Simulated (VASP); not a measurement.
# S (P6_3/mmc) in VASP: a series of runs

S is run at these levels: r2SCAN; tasks: relaxation of cell and atoms, single point.

Program: VASP 6.6.1. These are calculated values, not measurements. Logs are shortened: lines on timing, memory, paths and dates and some standing lists are left out, and cuts for length are marked.

## 1. The cell of the first run

Symmetry: P6_3/mmc, No. 194, hexagonal system. The conventional cell has a = 3.503 Å, b = 3.503 Å, c = 5.686 Å, α = 90.00°, β = 90.00°, γ = 120.00°. S (site symmetry -6m2) has 12 S at 3.49 to 3.50 Å within 4.6 Å.

This isn't the form of S at room conditions, which is orthorhombic, of S8 rings.

## 2. Relaxation of cell and atoms, r2SCAN

Input file POSCAR:

```
S
1.0
    3.5033036618      0.0000000000      0.0000000000
   -1.7516518309      3.0339499682      0.0000000000
    0.0000000000      0.0000000000      5.6860473763
S
2
Direct
    0.3333333333      0.6666666667      0.2500000000
    0.6666666667      0.3333333333      0.7500000000
```

Input file INCAR.step1:

```
ALGO     = Normal         # electronic algorithm
EDIFF    = 1E-4           # SCF threshold, eV
ENCUT    = 600            # plane-wave cutoff, eV
GGA      = PE             # functional
ISMEAR   = 0              # smearing method
LASPH    = T              # aspherical terms in the spheres
LCHARG   = F              # write CHGCAR
LREAL    = F              # projectors in reciprocal space
LWAVE    = T              # write WAVECAR
NELM     = 80             # most SCF steps
PREC     = Accurate       # precision mode
SIGMA    = 0.1            # smearing width, eV
```

Input file INCAR.step2:

```
ALGO     = Normal         # electronic algorithm
EDIFF    = 1E-6           # SCF threshold, eV
EDIFFG   = -0.04          # ionic threshold
ENCUT    = 600            # plane-wave cutoff, eV
IBRION   = 2              # ionic algorithm
ISIF     = 3              # what is computed and relaxed
ISMEAR   = 0              # smearing method
ISTART   = 1            
LASPH    = T              # aspherical terms in the spheres
LCHARG   = F              # write CHGCAR
LMIXTAU  = T            
LREAL    = F              # projectors in reciprocal space
LWAVE    = F              # write WAVECAR
METAGGA  = R2SCAN         # meta-GGA
NELM     = 80             # most SCF steps
NSW      = 90             # ionic steps
PREC     = Accurate       # precision mode
SIGMA    = 0.1            # smearing width, eV
```

Input file KPOINTS:

```
k-points
0
Gamma
  6 6 4
```

Potentials or basis: VASP PAW PBE potentials, release 64 (S).

Command:

```sh
> cat potpaw_PBE.64/S/POTCAR > POTCAR
> cp INCAR.step1 INCAR
> mpirun -np 1 vasp_std > vasp.out
> cp INCAR.step2 INCAR
> mpirun -np 1 vasp_std > vasp.out
```

OUTCAR:

```text
EDIFF = 1E-6
   EDIFFG = -0.04
   ENCUT = 600
   IBRION = 2
   ISIF = 3
   ISMEAR = 0
   ISTART = 1
   LASPH = T
   LREAL = F
   METAGGA = R2SCAN
   NELM = 80
   NSW = 90
   PREC = Accurate

 ion  position               nearest neighbor table
   1  0.333  0.667  0.250-
   2  0.667  0.333  0.750-

  LATTYP: Found a hexagonal cell.
 ALAT       =     3.5033036618
 C/A-ratio  =     1.6230529595

  Lattice vectors:

 A1 = (   3.5033036618,   0.0000000000,   0.0000000000)
 A2 = (  -1.7516518309,   3.0339499682,   0.0000000000)
 A3 = (   0.0000000000,   0.0000000000,   5.6860473763)

Analysis of symmetry for initial positions (statically):
=====================================================================
 Subroutine PRICEL returns:
 Original cell was already a primitive cell.

 Routine SETGRP: Setting up the symmetry group for a
 hexagonal supercell.

 Subroutine GETGRP returns: Found 24 space group operations
 (whereof 12 operations were pure point group operations)
 out of a pool of 24 trial point group operations.

The static configuration has the point symmetry D_3d.
 The point group associated with its full space group is D_6h.

Analysis of symmetry for dynamics (positions and initial velocities):
=====================================================================
 Subroutine PRICEL returns:
 Original cell was already a primitive cell.

 Routine SETGRP: Setting up the symmetry group for a
 hexagonal supercell.

 Subroutine GETGRP returns: Found 24 space group operations
 (whereof 12 operations were pure point group operations)
 out of a pool of 24 trial point group operations.

The dynamic configuration has the point symmetry D_3d.
 The point group associated with its full space group is D_6h.

 Subroutine INISYM returns: Found 24 space group operations
 (whereof 12 operations are pure point group operations),
 and found     1 'primitive' translations

----------------------------------------------------------------------------------------

                                     Primitive cell

  volume of cell :      60.4361

  direct lattice vectors                    reciprocal lattice vectors
     3.503303662  0.000000000  0.000000000     0.285444853  0.164801663  0.000000000
    -1.751651831  3.033949968  0.000000000     0.000000000  0.329603326  0.000000000
     0.000000000  0.000000000  5.686047376     0.000000000  0.000000000  0.175869094

  length of vectors
     3.503303662  3.503303662  5.686047376     0.329603326  0.329603326  0.175869094

  position of ions in fractional coordinates (direct lattice)
     0.333333333  0.666666667  0.250000000
     0.666666667  0.333333333  0.750000000

  ion indices of the primitive-cell ions
   primitive index   ion index
                 1           1
                 2           2

----------------------------------------------------------------------------------------

 KPOINTS: k-points

Automatic generation of k-mesh.
 Grid dimensions read from file:
 generate k-points for:    6    6    4

 Generating k-lattice:

  Cartesian coordinates                     Fractional coordinates (reciprocal lattice)
     0.047574142  0.027466944  0.000000000     0.166666667  0.000000000  0.000000000
     0.000000000  0.054933888  0.000000000     0.000000000  0.166666667  0.000000000
     0.000000000  0.000000000  0.043967273     0.000000000  0.000000000  0.250000000

  Length of vectors
     0.054933888  0.054933888  0.043967273

  Shift w.r.t. Gamma in fractional coordinates (k-lattice)
     0.000000000  0.000000000  0.000000000

 Subroutine IBZKPT returns following result:
 ===========================================

 Found     21 irreducible k-points:

 Following reciprocal coordinates:
            Coordinates               Weight
  0.000000  0.000000  0.000000      1.000000
  0.166667  0.000000  0.000000      6.000000
  0.333333  0.000000  0.000000      6.000000
  0.500000  0.000000  0.000000      3.000000
  0.166667  0.166667  0.000000      6.000000
  0.333333  0.166667  0.000000     12.000000
[... 13 lines left out ...]
  0.333333  0.166667  0.500000     12.000000
  0.333333  0.333333  0.500000      2.000000
   k-points           NKPTS =     21   k-points in BZ     NKDIM =     21   number of bands    NBANDS=     10
   number of dos      NEDOS =    301   number of ions     NIONS =      2
   total plane-waves  NPLWV =  37632
   dimension x,y,z NGX =    28 NGY =   28 NGZ =   48
   dimension x,y,z NGXF=    56 NGYF=   56 NGZF=   96
   ions per type =               2
   NGX,Y,Z   is equivalent  to a cutoff of  13.29, 13.29, 14.03 a.u.
   NGXF,Y,Z  is equivalent  to a cutoff of  26.57, 26.57, 28.07 a.u.
 SYSTEM =  unknown system
   PREC   = accura    normal or accurate (medium, high low for compatibility)
   ISTART =      1    job   : 0-new  1-cont  2-samecut
   ICHARG =      0    charge: 1-file 2-atom 10-const
   ISPIN  =      1    spin polarized calculation?
   LNONCOLLINEAR =      F non collinear calculations
   LSORBIT =      F    spin-orbit coupling
   LASPH  =      T    aspherical Exc in radial PAW
   ENCUT  =  600.0 eV  44.10 Ry    6.64 a.u.   7.00  7.00 11.36*2*pi/ulx,y,z
   NELM   =     80;   NELMIN=  2; NELMDL=  0     # of ELM steps
   EDIFF  = 0.1E-05   stopping-criterion for ELM
   LREAL  =      F    real-space projection
   EDIFFG = -.4E-01   stopping-criterion for IOM
   NSW    =     90    number of steps for IOM
   IBRION =      2    ionic relax: 0-MD 1-quasi-New 2-CG
   NFREE  =      1    steps in history (QN), initial steepest desc. (CG)
   ISIF   =      3    stress and relaxation
   ISYM   =      2    0-nonsym 1-usesym 2-fastsym
   POTIM  = 0.5000    time-step for ionic-motion
   TEBEG  =    0.0;   TEEND  =   0.0 temperature during run
   PSTRESS=    0.0 pullay stress
   NELECT =      12.0000    total number of electrons
   NUPDOWN=      -1.0000    fix difference up-down
   EMIN   =  10.00;   EMAX   =-10.00  energy-range for DOS
   EFERMI =   0.00;   METHOD = LEGACY
   ISMEAR =     0;   SIGMA  =   0.10  broadening in eV -4-tet -1-fermi 0-gaus
   EFERMI_NEDOS =   21; number of points for ismear=-14 and -15
   IALGO  =     38    algorithm
   IMIX   =      4    mixing-type and parameters
     AMIX     =   0.40;   BMIX     =  1.00
     AMIX_MAG =   1.60;   BMIX_MAG =  1.00
  volume/ion in A,a.u.               =      30.22       203.92
  Fermi-wavevector in a.u.,A,eV,Ry     =   0.955073  1.804825 12.410738  0.912164
  Thomas-Fermi vector in A             =   2.083877
   LORBIT       =      0    0 simple, 1 ext, 2 COOP (PROOUT), +10 PAW based schemes
   METAGGA = R2SCAN    functional components
   LHFCALC =     F    Hartree Fock is set to
   AEXX    =    0.0000 exact exchange contribution
   IVDW    =     0    specifies the selected vdW correction
   LEPSILON=     F    determine dielectric tensor
   LRPA    =     F    only Hartree local field effects (RPA)
 conjugate gradient relaxation of ions
 non-spin polarized calculation
 Gauss-broadening in eV      SIGMA  =   0.10
  energy-cutoff  :      600.00
  volume of cell :       60.44
 maximum number of plane-waves:      2031
 NGX is ok and might be reduce to    28

--------------------------------------- Ionic step        1  -------------------------------------------

 number of electron      11.9999999 magnetization

 Free energy of the ion-electron system (eV)
  ---------------------------------------------------
  ext. energy  EPLUGINS =         0.00000000
  ---------------------------------------------------
  free energy    TOTEN  =       -11.14306817 eV

  energy without entropy =      -11.12094806  energy(sigma->0) =      -11.13200812

 E-fermi :   0.0434     XC(G=0):  -8.6183

 val. band max:        0.0418479630   @ k =   0.5000   0.0000   0.5000
 cond. band min:       0.0885639045   @ k =   0.5000   0.0000   0.5000
 fundamental gap:      0.0467159416
 Fermi energy:         0.0433939608

 k-point     1 :       0.0000    0.0000    0.0000
  band No.  band energies     occupation
      1     -12.7841      2.00000
      2     -11.5641      2.00000
      3      -3.1139      2.00000
      4       0.6005      0.00000
      5       0.6005      0.00000
      6       1.0907      0.00000
      7       1.0907      0.00000
      8       1.1251      0.00000
      9       8.6772      0.00000
     10       8.9678      0.00000
[... 293 lines left out ...]
--------------------------------------- Ionic step        2  -------------------------------------------

 number of electron      12.0000000 magnetization

 E-fermi :   3.5167     XC(G=0): -10.2671

 val. band max:        3.4962739353   @ k =   0.3333   0.3333   0.2500
 cond. band min:       3.5601020519   @ k =   0.3333   0.1667   0.0000
 fundamental gap:      0.0638281166
 Fermi energy:         3.5167409190

 k-point     1 :       0.0000    0.0000    0.0000
  band No.  band energies     occupation
      1     -11.3871      2.00000
      2      -8.5898      2.00000
      3      -1.7843      2.00000
      4       4.3463      0.00000
      5       4.3463      0.00000
      6       5.3381      0.00000
      7       5.3381      0.00000
      8       5.7475      0.00000
      9      12.5009      0.00000
     10      14.9290      0.00000
[... 323 lines left out ...]
  FREE ENERGIE OF THE ION-ELECTRON SYSTEM (eV)
  ---------------------------------------------------
  free  energy   TOTEN  =         3.1704187861 eV

  energy  without entropy=        3.1796379972  energy(sigma->0) =        3.17502839

 E-fermi :  10.2684     XC(G=0): -12.4804

 val. band max:       10.2002578337   @ k =   0.1667   0.1667   0.2500
 cond. band min:      10.4883608516   @ k =   0.1667   0.1667   0.2500
 fundamental gap:      0.2881030179
 Fermi energy:        10.2684119936

 k-point     1 :       0.0000    0.0000    0.0000
  band No.  band energies     occupation
      1      -9.9027      2.00000
      2       1.4725      2.00000
      3       2.7658      2.00000
      4       7.1256      2.00000
      5       7.1256      2.00000
      6      11.3815      0.00000
      7      11.3815      0.00000
      8      14.0621      0.00000
      9      15.8776      0.00000
     10      20.8392      0.00000
[... 248 lines left out ...]
 k-point    21 :       0.3333    0.3333    0.5000
  band No.  band energies     occupation
      1      -3.3874      2.00000
      2      -3.3874      2.00000
      3       1.0882      2.00000
      4       1.0882      2.00000
      5       4.4223      2.00000
      6       4.4223      2.00000
      7      15.3999      0.00000
      8      15.3999      0.00000
      9      22.3466      0.00000
     10      22.3466      0.00000

[... ionic steps 4 to 17 ...]

--------------------------------------- Ionic step       18  -------------------------------------------

 number of electron      12.0000001 magnetization

------------------------ aborting loop because EDIFF is reached ----------------------------------------
[... 67 lines left out ...]
--------------------------------------- Ionic step       20  -------------------------------------------

 number of electron      12.0000001 magnetization

 Free energy of the ion-electron system (eV)
  ---------------------------------------------------
  ext. energy  EPLUGINS =         0.00000000
  ---------------------------------------------------
  free energy    TOTEN  =       -14.12787241 eV

  energy without entropy =      -14.12384372  energy(sigma->0) =      -14.12585807

 E-fermi :   6.7608     XC(G=0): -11.4346

 val. band max:        6.6636428851   @ k =   0.3333   0.1667   0.2500
 cond. band min:       6.8788593907   @ k =   0.0000   0.0000   0.5000
 fundamental gap:      0.2152165055
 Fermi energy:         6.7607809479

 k-point     1 :       0.0000    0.0000    0.0000
  band No.  band energies     occupation
      1     -10.7001      2.00000
      2      -2.5629      2.00000
      3       0.8939      2.00000
      4       4.6745      2.00000
      5       4.6745      2.00000
      6       8.1397      0.00000
      7       8.1397      0.00000
      8      11.2583      0.00000
      9      12.0397      0.00000
     10      17.3854      0.00000
[... 287 lines left out ...]
  FREE ENERGIE OF THE ION-ELECTRON SYSTEM (eV)
  ---------------------------------------------------
  free  energy   TOTEN  =       -14.1278724145 eV

  energy  without entropy=      -14.1238437205  energy(sigma->0) =      -14.12585807

 reached required accuracy - stopping structural energy minimisation
```

It took 12 min on 1 thread of Intel Xeon 6975P-C (Granite Rapids), shared host; peak memory 0.2 GiB.

Results:

```
Free energy                           : -14.1279 eV
Relaxed volume                        : 16.55 Å³/atom
Relaxed cell                          : a = 3.264 Å, b = 3.264 Å, c = 3.587 Å, α = 90.00°, β = 90.00°, γ = 120.00°
Space group after relaxing (to 0.1 Å) : P6_3/mmc (No. 194)
Pressure after relaxing               : 0.1 GPa
Band gap on the k mesh                : zero (bands 6 and 7 overlap by 2.68 eV)
```

Final structure:
```
S
1.0
     3.26392    0.00000    0.00000
    -1.63196    2.82664    0.00000
     0.00000    0.00000    3.58722
S
2
Cartesian
  0.0000 1.8844 0.8968
  1.6320 0.9422 2.6904
```

Caveat: the volume moved by over 15 % at a fixed basis, so the end points are rough; the PAW data sets were made with another functional, which shifts forces and pressure a little.

## 3. Single point, r2SCAN

This run uses another cell than the first one, of 17.03 Å³/atom.

Input file POSCAR:

```
S
1.0
    3.3609424255      0.0000000000      0.0000000000
   -1.6804712127      2.9106615211      0.0000000000
    0.0000000000      0.0000000000      3.4813373956
S
2
Direct
    0.3333333333      0.6666666667      0.2500000000
    0.6666666667      0.3333333333      0.7500000000
```

INCAR.step1: that of step 2 with these lines changed.

```diff
@@ -2,3 +2,3 @@
 EDIFF    = 1E-4           # SCF threshold, eV
-ENCUT    = 600            # plane-wave cutoff, eV
+ENCUT    = 520            # plane-wave cutoff, eV
 GGA      = PE             # functional
@@ -9,2 +9,3 @@
 LWAVE    = T              # write WAVECAR
+NBANDS   = 13             # bands
 NELM     = 80             # most SCF steps
```

Input file INCAR.step2:

```
ALGO     = Normal         # electronic algorithm
EDIFF    = 1E-7           # SCF threshold, eV
ENCUT    = 520            # plane-wave cutoff, eV
ISIF     = 2              # what is computed and relaxed
ISMEAR   = 0              # smearing method
ISTART   = 1            
LASPH    = T              # aspherical terms in the spheres
LCHARG   = T              # write CHGCAR
LELF     = T              # ELF
LMIXTAU  = T            
LREAL    = F              # projectors in reciprocal space
LVHAR    = T            
LWAVE    = F              # write WAVECAR
METAGGA  = R2SCAN         # meta-GGA
NBANDS   = 13             # bands
NELM     = 80             # most SCF steps
PREC     = Accurate       # precision mode
SIGMA    = 0.1            # smearing width, eV
```

Input file KPOINTS:

```
k-points
0
Gamma
  21 21 16
```

Potentials or basis: VASP PAW PBE potentials, release 64 (S).

Command:

```sh
> cat potpaw_PBE.64/S/POTCAR > POTCAR
> cp INCAR.step1 INCAR
> mpirun -np 1 vasp_std > vasp.out
> cp INCAR.step2 INCAR
> mpirun -np 1 vasp_std > vasp.out
```

Wall time 6.5 min (1 thread of Intel Xeon 6975P-C (Granite Rapids), shared host); peak memory 0.26 GiB.

Results (log left out):

| Item | Value |
| --- | --- |
| Free energy | -14.1843 eV |
| Pressure | -0.3 GPa |
| Band gap on the k mesh | zero (bands 6 and 7 overlap by 2.11 eV) |

Levels at points of the mesh, in eV from the Fermi level:
```
           k point  band 3  band 4  band 5  band 6  band 7  band 8  band 9  band 10
(0.00, 0.00, 0.00)   -5.65   -2.94   -2.94    0.73    0.73    3.83    4.64     9.66
(0.00, 0.00, 0.50)   -0.97   -0.97   -0.97   -0.97   -0.58   -0.58    8.59     8.59
```

Caveat: the PAW data sets were made with another functional, which shifts forces and pressure a little.

## 4. Single point, r2SCAN

This run uses another cell than the first one: it holds 4 atoms, not 2.

Input file POSCAR:

```
S
1.0
    4.0213571313      0.0000000000      0.0000000000
   -2.0106785657      3.4825974334      0.0000000000
    0.0000000000      0.0000000000      6.4321159115
S
4
Direct
    0.0000000000      0.0000000000      0.2500000000
    0.0000000000      0.0000000000      0.7500000000
    0.3333333333      0.6666666667      0.7500000000
    0.6666666667      0.3333333333      0.2500000000
```

Input file INCAR.step1:

```
SYSTEM = S
PREC = Accurate
ENCUT = 520
ISMEAR = 0
SIGMA = 0.1
LREAL = .False.
LASPH = .True.
NELM = 100
NBANDS = 20
GGA = PE
ALGO = Normal
EDIFF = 1E-4
LWAVE = .True.
LCHARG = .False.
```

Input file INCAR.step2:

```
SYSTEM = S
PREC = Accurate
ENCUT = 520
EDIFF = 1E-6
ISMEAR = 0
SIGMA = 0.1
LREAL = .False.
LASPH = .True.
NELM = 100
ALGO = Normal
ISIF = 2
LWAVE = .False.
LCHARG = .False.
METAGGA = R2SCAN
LMIXTAU = .True.
NBANDS = 20
ISTART = 1
```

Input file KPOINTS:

```
regular mesh
0
Gamma
  6 6 2
  0 0 0
```

Command:

```sh
> cat potpaw_PBE.64/S/POTCAR > POTCAR
> cp INCAR.step1 INCAR
> mpirun -np 1 vasp_std > vasp.out
> cp INCAR.step2 INCAR
> mpirun -np 1 vasp_std > vasp.out
```

Run time: 68 s. Hardware: 1 thread of Oxide Virtual Turin-like, shared host; peak memory 0.16 GiB.

The run converged. Its results:

```
Free energy            : -28.4756 eV
Pressure               : -0.4 GPa
Band gap on the k mesh : zero (bands 12 and 13 overlap by 0.53 eV)
```

Stress tensor (GPa, compression positive):
```
-0.53  0.00  0.00
 0.00 -0.53  0.00
 0.00  0.00 -0.03
```

Levels at points of the mesh, in eV from the Fermi level:
| k point | band 8 | band 9 | band 10 | band 11 | band 12 | band 13 | band 14 | band 15 | band 16 | band 17 |
| --- | --- | --- | --- | --- | --- | --- | --- | --- | --- | --- |
| (0.00, 0.00, 0.00) | -5.65 | -5.65 | -2.84 | -0.20 | -0.20 | 0.06 | 0.06 | 0.20 | 1.60 | 5.36 |
| (0.50, 0.00, 0.00) | -3.59 | -3.39 | -3.11 | -1.45 | -0.46 | 2.43 | 2.48 | 3.56 | 3.75 | 6.44 |
| (0.00, 0.00, 0.50) | -5.76 | -4.70 | -4.70 | -0.10 | -0.10 | -0.10 | -0.10 | 0.78 | 0.78 | 8.42 |
| (0.50, 0.00, 0.50) | -3.75 | -3.09 | -3.09 | -1.55 | -1.55 | 2.47 | 2.47 | 3.65 | 3.65 | 7.15 |

Caveat: the k points lie up to 0.49 Å⁻¹ apart, too coarse for converged energies and pressures of a metal; the PAW data sets were made with another functional, which shifts forces and pressure a little.

[end of part 1 of 2]

The gap in the log of VASP goes by the Fermi energy; the results here count the filled bands.